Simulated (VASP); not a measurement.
A run of VASP 6.6.1 is set up as follows.

POSCAR

```
NaH
1.0
   -0.2696660593      2.3970316378      2.2292394232
    2.3970316378     -0.2696660593      2.2292394232
    2.1273655785      2.1273655785      0.0000000000
Na H
1 1
Direct
    0.0000000000      0.0000000000      0.0000000000
    0.5000000000      0.5000000000      0.5000000000
```

Contents of INCAR.step1:

```
SYSTEM = NaH
PREC     = Accurate       ! precision mode
ENCUT    = 520            ! plane-wave cutoff, eV
ISMEAR   = -1             ! smearing method
SIGMA    = 0.2            ! smearing width, eV
LREAL    = .FALSE.        ! projectors in reciprocal space
LASPH    = .TRUE.         ! aspherical terms in the spheres
NELM     = 60             ! most SCF steps
NBANDS   = 11             ! bands
GGA      = PE             ! functional
ALGO     = Normal         ! electronic algorithm
EDIFF    = 1E-4           ! SCF threshold, eV
LWAVE    = .TRUE.         ! write WAVECAR
LCHARG   = .FALSE.        ! write CHGCAR
```

INCAR.step2

```
SYSTEM = NaH
PREC     = Accurate       ! precision mode
ENCUT    = 520            ! plane-wave cutoff, eV
EDIFF    = 1E-6           ! SCF threshold, eV
ISMEAR   = -1             ! smearing method
SIGMA    = 0.2            ! smearing width, eV
LREAL    = .FALSE.        ! projectors in reciprocal space
LASPH    = .TRUE.         ! aspherical terms in the spheres
NELM     = 60             ! most SCF steps
ALGO     = Normal         ! electronic algorithm
ISIF     = 2              ! what is computed and relaxed
LWAVE    = .FALSE.        ! write WAVECAR
LCHARG   = .FALSE.        ! write CHGCAR
METAGGA  = R2SCAN         ! meta-GGA
LMIXTAU  = .TRUE.       
NBANDS   = 11             ! bands
ISTART   = 1
```

Contents of KPOINTS:

```
regular mesh
0
G
  8 8 8
  0 0 0
```

Potentials or basis: VASP PAW PBE potentials, release 64 (Na_pv, H).

Launch:

```console
$ cat potpaw_PBE.64/Na_pv/POTCAR potpaw_PBE.64/H/POTCAR > POTCAR
$ cp INCAR.step1 INCAR
$ mpirun -np 1 vasp_std > vasp.out
$ cp INCAR.step2 INCAR
$ mpirun -np 1 vasp_std > vasp.out
```

Task: Estimate the pressure.

Result: 2.3 GPa.

Task: Estimate the band gap on the k mesh.

Result: 3.70 eV, indirect (least direct gap 5.28 eV).

Stress tensor (GPa, compression positive):
```
1.64 5.29 0.00
5.29 1.64 0.00
0.00 0.00 3.70
```

Caveat: the cell differs from its parent crystal (engineering shear strain xy -0.2250, normal strain along z -0.0700); the PAW data sets were made with another functional, which shifts forces and pressure a little. A k mesh can miss the band edges.
